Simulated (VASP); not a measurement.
Set up this calculation in VASP 6.6.1, as the native input.

```
Task                   : single point
Functional             : PBE
Potentials or basis    : VASP PAW PBE potentials, release 64 (C)
Cutoff                 : 520 eV
k mesh                 : 6 × 6 × 6
Occupations            : gaussian, width 0.1 eV
Spin                   : collinear spin
Starting moments       : [1.0, 1.0, 1.0, 1.0, 1.0, 1.0] μB
Dipole correction      : no
Further INCAR settings : ALGO = Normal; EDIFF = 1e-07; NBANDS = 25
```

The structure of C lies in POSCAR:

```
C
1.0
    3.5274430802      2.0365702119      0.8453277789
   -3.5274430802      2.0365702119      0.8453277789
    0.0000000000     -4.0731404238      0.8453277789
C
6
Direct
    0.8363721450      0.2113873474      0.8363721450
    0.1636278550      0.1636278550      0.7886126526
    0.2113873474      0.8363721450      0.8363721450
    0.7886126526      0.1636278550      0.1636278550
    0.8363721450      0.8363721450      0.2113873474
    0.1636278550      0.7886126526      0.1636278550
```

The cell was built from a structure type or drawn by symmetry, and may not be a known phase.

These files were run (other wordings do the same):

INCAR

```
SYSTEM = C
PREC = Accurate ; ENCUT = 520
EDIFF = 1E-7 ; ISMEAR = 0
SIGMA = 0.1 ; LREAL = .False.
LASPH = .True. ; NELM = 150
ALGO = Normal ; ISIF = 2
LWAVE = .False. ; LCHARG = .True.
ISPIN = 2 ; MAGMOM = 1 1 1 1 1 1
LORBIT = 11 ; GGA = PE
LELF = .True. ; LVHAR = .True.
NBANDS = 25
```

KPOINTS

```
regular mesh
0
Gamma
  6 6 6
  0 0 0
```

Potentials or basis: VASP PAW PBE potentials, release 64 (C).

Launch:

```sh
$ cat potpaw_PBE.64/C/POTCAR > POTCAR
$ mpirun -np 1 vasp_std > vasp.out
```

Results of the run:

The pressure is 0.6 GPa and the largest force is 0.032 eV/Å. The band gap on the k mesh is zero (filled and empty bands overlap) and the net moment is 0.00 μB per cell. The valence electrons inside the program's atomic spheres are C 2.54.

Caveat: the k points lie up to 0.45 Å⁻¹ apart.

Run time: 32 s on 1 thread of Intel(R) Xeon(R) 6975P-C (Granite Rapids), with other jobs on the host, peak memory 0.21 GiB.
